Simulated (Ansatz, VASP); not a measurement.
## Two plane-wave programs on Al3Cu2

```xyz
5
Lattice="4.0926 0.0000 0.0000 -2.0463 3.5443 0.0000 0.0000 0.0000 4.9787" Properties=species:S:1:pos:R:3 pbc="T T T"
Al    0.0000    0.0000    0.0000
Al    0.0000    2.3629    1.7446
Al    2.0463    1.1814    3.2341
Cu    0.0000    2.3629    4.1852
Cu    2.0463    1.1814    0.7935
```

Alike in both runs: functional r2SCAN; dispersion rVV10; k mesh 12 × 12 × 8; occupations gaussian, width 0.1 eV; no spin polarisation.

Ansatz relaxed the structure, and its values are those at the end. VASP's run is a single point on that final structure, the one shown.

```csv
,VASP,Ansatz
version,VASP 6.6.1,Ansatz 0.2.0
potentials or method,"VASP PAW PBE potentials, release 64 (Al, Cu), cutoff 520 eV","scalar-relativistic, plane waves, PAW"
valence electrons in the cell,31,47
```

VASP gave:

```
gap on the k mesh at the Fermi level (eV) : none
pressure (GPa)                            : -0.1
```

Question: What did Ansatz give for the same quantities?

Answer: gap on the k mesh at the Fermi level (eV): none; pressure (GPa): 0.0.

VASP's potentials were made for PBE, not for r2SCAN. A gap of «none» marks a metal or a gap that the smearing closes. VASP's potentials hold 31 valence electrons a cell and Ansatz's 47, so a difference there can come from the potentials and not from the codes.
